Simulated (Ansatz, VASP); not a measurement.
# Two plane-wave programs on SnO2

```
Sn O
1.0
    -3.23568    3.42363    3.40601
     3.23568   -3.42363    3.40601
     3.12470    3.31648   -3.40601
Sn O
4 8
Direct
  0.00000 0.25000 0.75000
  0.00000 0.75000 0.25000
  0.50000 0.50000 0.50000
  0.50000 0.00000 0.00000
  0.19374 0.19374 0.50000
  0.69364 0.75309 0.94672
  0.19374 0.69374 0.00000
  0.30636 0.74691 0.55328
  0.69364 0.25309 0.44672
  0.30636 0.24691 0.05328
  0.80626 0.30626 0.00000
  0.80626 0.80626 0.50000
```

Alike in both runs: task single point; functional LDA; k mesh 6 × 6 × 6; occupations gaussian, width 0.02 eV; no spin polarisation.

```csv
,VASP,Ansatz
version,VASP 6.6.1,Ansatz 0.2.0
potentials or method,"VASP PAW LDA potentials, release 64 (Sn_d, O), cutoff 520 eV","scalar-relativistic, plane waves, PAW"
valence electrons in the cell,104,104
```

```csv
,VASP,Ansatz,Ansatz less VASP
gap on the k mesh at the Fermi level (eV),0.95,0.92,-0.032
least direct gap on the mesh (eV),0.95,0.92,-0.032
pressure (GPa),-3.4,-4.4,-0.98
"traceless stress, the component that is largest in VASP (GPa)",3.00,2.96,-0.043
rms of the force components (eV/Å),0.014,0.000,-0.0137
```

LDA's correlation is that of Perdew and Zunger in VASP and of Perdew and Wang (1992) in Ansatz. Atom by atom the forces differ by 0.014 eV/Å (rms over components).
